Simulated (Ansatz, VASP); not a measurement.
One calculation of MnIn3, two programs

```
Mn In
1.0
     5.96707    0.00000    0.00000
    -2.98353    5.16763    0.00000
     0.00000    0.00000    3.23607
Mn In
1 3
Cartesian
  0.0000 0.0000 1.6180
  1.4918 2.5838 1.6180
  2.9835 0.0000 1.6180
  -1.4918 2.5838 1.6180
```

Alike in both runs: functional PBE; k mesh 3 × 3 × 6; occupations gaussian, width 0.1 eV; collinear spin.

Ansatz relaxed the structure, and its values are those at the end. VASP's run is a single point on that final structure, the one shown.

|  | VASP | Ansatz |
| --- | --- | --- |
| version | VASP 6.6.1 | Ansatz 0.2.0 |
| potentials or method | VASP PAW PBE potentials, release 64 (Mn_pv, In_d), cutoff 520 eV | scalar-relativistic, plane waves, PAW |
| valence electrons in the cell | 52 | 54 |

Ansatz gave:

- gap on the k mesh at the Fermi level (eV): none
- pressure (GPa): -0.1
- net moment per atom (μB): 0.88
- size of the moment on the site where the two differ most (μB): 3.85

**Question.** Estimate VASP's values.

**Answer.** gap on the k mesh at the Fermi level (eV): none; pressure (GPa): -0.1; net moment per atom (μB): 0.88; size of the moment on the site where the two differ most (μB): 3.75.

Site moments also hang on the region over which each program counts them. A gap of «none» marks a metal or a gap that the smearing closes. VASP's potentials hold 52 valence electrons a cell and Ansatz's 54, so a difference there can come from the potentials and not from the codes.

The k mesh is coarse, so the values compare programs but aren't converged.
